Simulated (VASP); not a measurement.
Set up this calculation in VASP 6.6.1, as the native input.

* Task: single point
* Functional: LDA
* Potentials or basis: VASP PAW LDA potentials, release 64 (Hf_pv, O)
* Cutoff: 520 eV
* k mesh: 8 × 8 × 8
* Occupations: gaussian, width 0.01 eV
* Spin: no spin polarisation
* Dipole correction: no
* Further INCAR settings: ALGO = Normal; EDIFF = 1e-06; NBANDS = 18

The structure of HfO2 lies in POSCAR:

```
HfO2
1.0
    0.0000000000      2.5004918024      2.5004918024
    2.5004918024      0.0000000000      2.5004918024
    2.5004918024      2.5004918024      0.0000000000
Hf O
1 2
Direct
    0.0000000000      0.0000000000      0.0000000000
    0.2500000000      0.2500000000      0.2500000000
    0.7500000000      0.7500000000      0.7500000000
```

The input as run:

INCAR

```
  PREC = Accurate
  ENCUT = 520
  EDIFF = 1E-6
  ISMEAR = 0
  SIGMA = 0.01
  LREAL = F
  LASPH = T
  NELM = 60
  ALGO = Normal
  ISIF = 2
  LWAVE = F
  LCHARG = F
  NBANDS = 18
```

KPOINTS

```
Automatic mesh
0
Gamma
  8 8 8
```

Potentials or basis: VASP PAW LDA potentials, release 64 (Hf_pv, O).

The run is started by

```sh
$ cat potpaw_LDA.64/Hf_pv/POTCAR potpaw_LDA.64/O/POTCAR > POTCAR
$ mpirun -np 1 vasp_std > vasp.out
```

It gave:

```json
{
 "Pressure": "-3.2 GPa",
 "Band gap on the k mesh": "3.70 eV, direct"
}
```

Caveat: spin-orbit coupling is left out, which moves the levels of the heavy elements.

Run time: 15 s on 1 thread of Intel Xeon 6975P-C (shared host), peak memory 0.15 GiB.
